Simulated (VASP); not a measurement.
# CsH in VASP: notebook

The runs below take CsH through single point, with LDA.

Everything below comes from runs of VASP 6.6.1. Logs are shortened: lines on timing, memory, paths and dates and some standing lists are left out, and cuts for length are marked.

### Step 1. The cell of the first run

It takes space group Fm-3m (No. 225, cubic). The conventional cell has a = 6.376 Å, b = 6.376 Å, c = 6.376 Å, α = 90.00°, β = 90.00°, γ = 90.00°. Cs (site symmetry m-3m) has 6 H at 3.19 Å within 4.2 Å. H (site symmetry m-3m) has 6 Cs at 3.19 Å within 4.2 Å.

### Step 2. Single point, LDA

Input file INCAR:

```
ALGO = Normal
EDIFF = 1E-6
ENCUT = 520
GGA = CA
ISIF = 2
ISMEAR = 0
LASPH = T
LCHARG = F
LREAL = F
LWAVE = F
NBANDS = 12
NELM = 80
PREC = Accurate
SIGMA = 0.05
```

Input file KPOINTS:

```
k-points
0
Gamma
  5 5 5
```

Input file POSCAR:

```
CsH
1.0
    0.0000000000      3.1880000000      3.1880000000
    3.1880000000      0.0000000000      3.1880000000
    3.1880000000      3.1880000000      0.0000000000
Cs H
1 1
Direct
    0.0000000000      0.0000000000      0.0000000000
    0.5000000000      0.5000000000      0.5000000000
```

Potentials or basis: VASP PAW LDA potentials, release 64 (Cs_sv, H).

Started as:

```console
$ cat potpaw_LDA.64/Cs_sv/POTCAR potpaw_LDA.64/H/POTCAR > POTCAR
$ mpirun -np 1 vasp_std > vasp.out
```

OUTCAR:

```text
EDIFF = 1E-6
   ENCUT = 520
   GGA = CA
   ISIF = 2
   ISMEAR = 0
   LASPH = T
   LREAL = F
   NELM = 80
   PREC = Accurate

 ion  position               nearest neighbor table
   1  0.000  0.000  0.000-
   2  0.500  0.500  0.500-

  LATTYP: Found a face centered cubic cell.
 ALAT       =     6.3760000000

  Lattice vectors:

 A1 = (   0.0000000000,   3.1880000000,   3.1880000000)
 A2 = (   3.1880000000,   0.0000000000,   3.1880000000)
 A3 = (   3.1880000000,   3.1880000000,   0.0000000000)

Analysis of symmetry for initial positions (statically):
=====================================================================
 Subroutine PRICEL returns:
 Original cell was already a primitive cell.

 Routine SETGRP: Setting up the symmetry group for a
 face centered cubic supercell.

 Subroutine GETGRP returns: Found 48 space group operations
 (whereof 48 operations were pure point group operations)
 out of a pool of 48 trial point group operations.

The static configuration has the point symmetry O_h .

Analysis of symmetry for dynamics (positions and initial velocities):
=====================================================================
 Subroutine PRICEL returns:
 Original cell was already a primitive cell.

 Routine SETGRP: Setting up the symmetry group for a
 face centered cubic supercell.

 Subroutine GETGRP returns: Found 48 space group operations
 (whereof 48 operations were pure point group operations)
 out of a pool of 48 trial point group operations.

The dynamic configuration has the point symmetry O_h .

 Subroutine INISYM returns: Found 48 space group operations
 (whereof 48 operations are pure point group operations),
 and found     1 'primitive' translations

----------------------------------------------------------------------------------------

                                     Primitive cell

  volume of cell :      64.8015

  direct lattice vectors                    reciprocal lattice vectors
     0.000000000  3.188000000  3.188000000    -0.156838143  0.156838143  0.156838143
     3.188000000  0.000000000  3.188000000     0.156838143 -0.156838143  0.156838143
     3.188000000  3.188000000  0.000000000     0.156838143  0.156838143 -0.156838143

  length of vectors
     4.508512837  4.508512837  4.508512837     0.271651632  0.271651632  0.271651632

  position of ions in fractional coordinates (direct lattice)
     0.000000000  0.000000000  0.000000000
     0.500000000  0.500000000  0.500000000

  ion indices of the primitive-cell ions
   primitive index   ion index
                 1           1
                 2           2

----------------------------------------------------------------------------------------

 KPOINTS: k-points

Automatic generation of k-mesh.
 Grid dimensions read from file:
 generate k-points for:    5    5    5

 Generating k-lattice:

  Cartesian coordinates                     Fractional coordinates (reciprocal lattice)
    -0.031367629  0.031367629  0.031367629     0.200000000  0.000000000  0.000000000
     0.031367629 -0.031367629  0.031367629     0.000000000  0.200000000  0.000000000
     0.031367629  0.031367629 -0.031367629     0.000000000  0.000000000  0.200000000

  Length of vectors
     0.054330326  0.054330326  0.054330326

  Shift w.r.t. Gamma in fractional coordinates (k-lattice)
     0.000000000  0.000000000  0.000000000

 Subroutine IBZKPT returns following result:
 ===========================================

 Found     10 irreducible k-points:

 Following reciprocal coordinates:
            Coordinates               Weight
  0.000000  0.000000  0.000000      1.000000
  0.200000  0.000000  0.000000      8.000000
  0.400000  0.000000  0.000000      8.000000
  0.200000  0.200000  0.000000      6.000000
  0.400000  0.200000  0.000000     24.000000
 -0.400000  0.200000  0.000000     24.000000
 -0.200000  0.200000  0.000000     12.000000
  0.400000  0.400000  0.000000      6.000000
 -0.400000  0.400000  0.000000     12.000000
 -0.400000  0.400000  0.200000     24.000000
   k-points           NKPTS =     10   k-points in BZ     NKDIM =     10   number of bands    NBANDS=     12
   number of dos      NEDOS =    301   number of ions     NIONS =      2
   total plane-waves  NPLWV =  46656
   dimension x,y,z NGX =    36 NGY =   36 NGZ =   36
   dimension x,y,z NGXF=    72 NGYF=   72 NGZF=   72
   ions per type =               1   1
   NGX,Y,Z   is equivalent  to a cutoff of  13.27, 13.27, 13.27 a.u.
   NGXF,Y,Z  is equivalent  to a cutoff of  26.55, 26.55, 26.55 a.u.
 SYSTEM =  unknown system
   PREC   = accura    normal or accurate (medium, high low for compatibility)
   ISTART =      0    job   : 0-new  1-cont  2-samecut
   ICHARG =      2    charge: 1-file 2-atom 10-const
   ISPIN  =      1    spin polarized calculation?
   LNONCOLLINEAR =      F non collinear calculations
   LSORBIT =      F    spin-orbit coupling
   LASPH  =      T    aspherical Exc in radial PAW
   ENCUT  =  520.0 eV  38.22 Ry    6.18 a.u.   8.38  8.38  8.38*2*pi/ulx,y,z
   NELM   =     80;   NELMIN=  2; NELMDL= -5     # of ELM steps
   EDIFF  = 0.1E-05   stopping-criterion for ELM
   LREAL  =      F    real-space projection
   EDIFFG = 0.1E-04   stopping-criterion for IOM
   NSW    =      0    number of steps for IOM
   IBRION =     -1    ionic relax: 0-MD 1-quasi-New 2-CG
   NFREE  =      0    steps in history (QN), initial steepest desc. (CG)
   ISIF   =      2    stress and relaxation
   ISYM   =      2    0-nonsym 1-usesym 2-fastsym
   POTIM  = 0.5000    time-step for ionic-motion
   TEBEG  =    0.0;   TEEND  =   0.0 temperature during run
   PSTRESS=    0.0 pullay stress
   NELECT =      10.0000    total number of electrons
   NUPDOWN=      -1.0000    fix difference up-down
   EMIN   =  10.00;   EMAX   =-10.00  energy-range for DOS
   EFERMI =   0.00;   METHOD = LEGACY
   ISMEAR =     0;   SIGMA  =   0.05  broadening in eV -4-tet -1-fermi 0-gaus
   EFERMI_NEDOS =   21; number of points for ismear=-14 and -15
   IALGO  =     38    algorithm
   IMIX   =      4    mixing-type and parameters
     AMIX     =   0.40;   BMIX     =  1.00
     AMIX_MAG =   1.60;   BMIX_MAG =  1.00
  volume/ion in A,a.u.               =      32.40       218.65
  Fermi-wavevector in a.u.,A,eV,Ry     =   0.878105  1.659378 10.491026  0.771069
  Thomas-Fermi vector in A             =   1.998146
   LORBIT       =      0    0 simple, 1 ext, 2 COOP (PROOUT), +10 PAW based schemes
   GGA     = CA    functional components
   LHFCALC =     F    Hartree Fock is set to
   AEXX    =    0.0000 exact exchange contribution
   IVDW    =     0    specifies the selected vdW correction
   LEPSILON=     F    determine dielectric tensor
   LRPA    =     F    only Hartree local field effects (RPA)
 non-spin polarized calculation
 Gauss-broadening in eV      SIGMA  =   0.05
  energy-cutoff  :      520.00
  volume of cell :       64.80
 maximum number of plane-waves:      1807
 NGX is ok and might be reduce to    36

 number of electron      10.0000000 magnetization

 number of electron       9.9999999 magnetization

 Free energy of the ion-electron system (eV)
  ---------------------------------------------------
  ext. energy  EPLUGINS =         0.00000000
  ---------------------------------------------------
  free energy    TOTEN  =        -4.89217329 eV

  energy without entropy =       -4.89217329  energy(sigma->0) =       -4.89217329

 E-fermi :   0.0672     XC(G=0):  -7.5301

 val. band max:       -0.2025618207   @ k =   0.4000   0.0000   0.0000
 cond. band min:       2.2668189985   @ k =   0.4000   0.0000   0.0000
 fundamental gap:      2.4693808193
 Fermi energy:         0.0672337563

 k-point     1 :       0.0000    0.0000    0.0000
  band No.  band energies     occupation
      1     -21.4161      2.00000
      2      -7.8635      2.00000
      3      -7.8635      2.00000
      4      -7.8635      2.00000
      5      -1.8394      2.00000
      6       5.0140      0.00000
      7       5.0140      0.00000
      8       5.0140      0.00000
      9       5.6927      0.00000
     10       6.8259      0.00000
     11       6.8259      0.00000
     12       8.5441      0.00000

 k-point     2 :       0.2000    0.0000    0.0000
  band No.  band energies     occupation
      1     -21.3887      2.00000
      2      -8.1989      2.00000
      3      -7.8977      2.00000
      4      -7.8977      2.00000
      5      -1.2471      2.00000
      6       3.8403      0.00000
      7       5.1542      0.00000
      8       5.1542      0.00000
      9       5.5550      0.00000
     10       6.4196      0.00000
     11       6.4196      0.00000
     12      10.0632      0.00000

 k-point     3 :       0.4000    0.0000    0.0000
  band No.  band energies     occupation
      1     -21.3438      2.00000
      2      -8.6641      2.00000
      3      -7.9516      2.00000
      4      -7.9516      2.00000
      5      -0.2026      2.00000
      6       2.2668      0.00000
      7       4.6729      0.00000
      8       4.6729      0.00000
      9       6.5445      0.00000
     10       7.7058      0.00000
     11       7.7058      0.00000
     12      10.3357      0.00000
[... 76 lines left out ...]
 k-point     9 :      -0.4000    0.4000    0.0000
  band No.  band energies     occupation
      1     -21.3113      2.00000
      2      -8.5293      2.00000
      3      -8.2970      2.00000
      4      -8.1055      2.00000
      5      -0.9076      2.00000
      6       3.1423      0.00000
      7       4.7932      0.00000
      8       6.4422      0.00000
      9       6.6224      0.00000
     10       8.2031      0.00000
     11       8.7724      0.00000
     12       9.5885      0.00000

 k-point    10 :      -0.4000    0.4000    0.2000
  band No.  band energies     occupation
      1     -21.3167      2.00000
      2      -8.4944      2.00000
      3      -8.2843      2.00000
      4      -8.1127      2.00000
      5      -0.6723      2.00000
      6       3.6414      0.00000
      7       3.7418      0.00000
      8       5.5055      0.00000
      9       7.5045      0.00000
     10       7.9993      0.00000
     11       8.3274      0.00000
     12      10.0154      0.00000

------------------------ aborting loop because EDIFF is reached ----------------------------------------

  FORCE on cell =-STRESS in cart. coord.  units (eV):
  Direction    XX          YY          ZZ          XY          YZ          ZX
  --------------------------------------------------------------------------------------
  -------------------------------------------------------------------------------------
  Total       -0.5016349     -0.5016349     -0.5016349      0.0000000     -0.0000000      0.0000000
  in kB      -12.4026192    -12.4026192    -12.4026192      0.0000000     -0.0000000      0.0000000
  external PRESSURE =     -12.4026192 kB  Pullay stress =       0.0000000 kB

 VOLUME and BASIS-vectors are now :
 -----------------------------------------------------------------------------
  energy-cutoff  :      520.00
  volume of cell :       64.80
      direct lattice vectors                 reciprocal lattice vectors
     0.000000000  3.188000000  3.188000000    -0.156838143  0.156838143  0.156838143
     3.188000000  0.000000000  3.188000000     0.156838143 -0.156838143  0.156838143
     3.188000000  3.188000000  0.000000000     0.156838143  0.156838143 -0.156838143

 POSITION                                       TOTAL-FORCE (eV/Angst)
 -----------------------------------------------------------------------------------
      0.00000      0.00000      0.00000        -0.000000     -0.000000      0.000000
      3.18800      3.18800      3.18800         0.000000      0.000000     -0.000000
 -----------------------------------------------------------------------------------
    total drift:                               -0.000000      0.000000      0.000000

  FREE ENERGIE OF THE ION-ELECTRON SYSTEM (eV)
  ---------------------------------------------------
  free  energy   TOTEN  =        -4.8921732927 eV

  energy  without entropy=       -4.8921732927  energy(sigma->0) =       -4.89217329
```

It took 6.1 s on 1 thread of AMD EPYC 7R13 (Zen 3), shared host; peak memory 0.14 GiB.

What came out:

| Item | Value |
| --- | --- |
| Free energy | -4.8922 eV |
| Pressure | -1.2 GPa |
| Band gap on the k mesh | 2.47 eV, direct |

Caveat: spin-orbit coupling is left out, which moves the levels of the heavy elements. A hybrid or GW would open this gap; LDA tends to underestimate it.

### Step 3. Single point, LDA

This run uses another cell than the first one, of the same volume but with other edges.

Input file INCAR:

```
SYSTEM = CsH
PREC     = Accurate       ! precision mode
ENCUT    = 520            ! plane-wave cutoff, eV
EDIFF    = 1E-6           ! SCF threshold, eV
ISMEAR   = 0              ! smearing method
SIGMA    = 0.05           ! smearing width, eV
LREAL    = .FALSE.        ! projectors in reciprocal space
LASPH    = .TRUE.         ! aspherical terms in the spheres
NELM     = 80             ! most SCF steps
ALGO     = Normal         ! electronic algorithm
ISIF     = 2              ! what is computed and relaxed
LWAVE    = .FALSE.        ! write WAVECAR
LCHARG   = .TRUE.         ! write CHGCAR
GGA      = CA             ! functional
LELF     = .TRUE.         ! ELF
LVHAR    = .TRUE.       
NBANDS   = 12             ! bands
```

Input file KPOINTS:

```
Automatic mesh
0
G
  5 5 5
  0 0 0
```

Input file POSCAR:

```
CsH
1.0
   -0.0797000000      3.1880000000      3.1880000000
    3.1880000000     -0.0797000000      3.1880000000
    3.1083000000      3.1083000000      0.0000000000
Cs H
1 1
Direct
    0.0000000000      0.0000000000      0.0000000000
    0.5000000000      0.5000000000      0.5000000000
```

Potentials or basis: VASP PAW LDA potentials, release 64 (Cs_sv, H).

Started as:

```console
$ cat potpaw_LDA.64/Cs_sv/POTCAR potpaw_LDA.64/H/POTCAR > POTCAR
$ mpirun -np 1 vasp_std > vasp.out
```

Wall time 16 s (1 thread of AMD EPYC 7R13 (Zen 3), shared host); peak memory 0.15 GiB.

Results (log left out):

```yaml
Free_energy: -4.8897 eV
Pressure: -1.2 GPa
Band_gap_on_the_k_mesh: 2.43 eV, indirect (least direct gap 2.46 eV)
```

Stress tensor (GPa, compression positive):
```
-1.24  0.27  0.00
 0.27 -1.24  0.00
 0.00  0.00 -1.26
```

Levels at points of the mesh, in eV from the valence-band top:
```tsv
k point	band 3	band 4	band 5	band 6	band 7	band 8
(0.00, 0.00, 0.00)	-7.68	-7.66	-1.65	4.98	5.13	5.44
```

Caveat: spin-orbit coupling is left out, which moves the levels of the heavy elements. A k mesh can miss the band edges.

(Continued in part 2 of 2.)
